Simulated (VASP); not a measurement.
Input of a VASP 6.6.1 run:

INCAR

```
SYSTEM = Be3Se4
ALGO = Normal
EDIFF = 1E-7
EDIFFG = -0.08
ENCUT = 600
GGA = PE
IBRION = 2
ISIF = 3
ISMEAR = 0
LASPH = .TRUE.
LCHARG = .FALSE.
LREAL = .FALSE.
LWAVE = .FALSE.
NELM = 100
NSW = 36
PREC = Accurate
SIGMA = 0.2
```

File KPOINTS:

```
k-points
0
G
  5 5 5
  0 0 0
```

File POSCAR:

```
Be3Se4
1.0
   -2.5200000000      2.5200000000      5.0400000000
    2.5200000000     -2.5200000000      5.0400000000
    2.5200000000      2.5200000000     -5.0400000000
Be Se
3 4
Direct
    0.2500000000      0.7500000000      0.5000000000
    0.7500000000      0.2500000000      0.5000000000
    0.5000000000      0.5000000000      0.0000000000
    0.3730000000      0.8830000000      0.0000000000
    0.8830000000      0.3730000000      0.0000000000
    0.1170000000      0.1170000000      0.4900000000
    0.6270000000      0.6270000000      0.5100000000
```

Potentials or basis: VASP PAW PBE potentials, release 64 (Be, Se).

Run with:

```sh
$ cat potpaw_PBE.64/Be/POTCAR potpaw_PBE.64/Se/POTCAR > POTCAR
$ mpirun -np 1 vasp_std > vasp.out
```

Question: What does it give for the relaxed cell?

Answer: a = 6.544 Å, b = 6.544 Å, c = 6.544 Å, α = 135.71°, β = 135.71°, γ = 64.42°.

Question: Predict the band gap on the k mesh.

Answer: Zero (bands 15 and 16 overlap by 1.01 eV).

Question: Predict the space group after relaxing (to 0.1 Å).

Answer: I-42m (No. 121).

Question: Predict the relaxed volume.

Answer: 19.25 Å³/atom.

Final structure:
```
Be Se
1.0
    -2.46639    2.46639    5.53647
     2.46639   -2.46639    5.53647
     2.46639    2.46639   -5.53647
Be Se
3 4
Direct
  0.25000 0.75000 0.50000
  0.75000 0.25000 0.50000
  0.50000 0.50000 0.00000
  0.37970 0.87620 0.00000
  0.87620 0.37970 0.00000
  0.12380 0.12380 0.50349
  0.62030 0.62030 0.49651
```
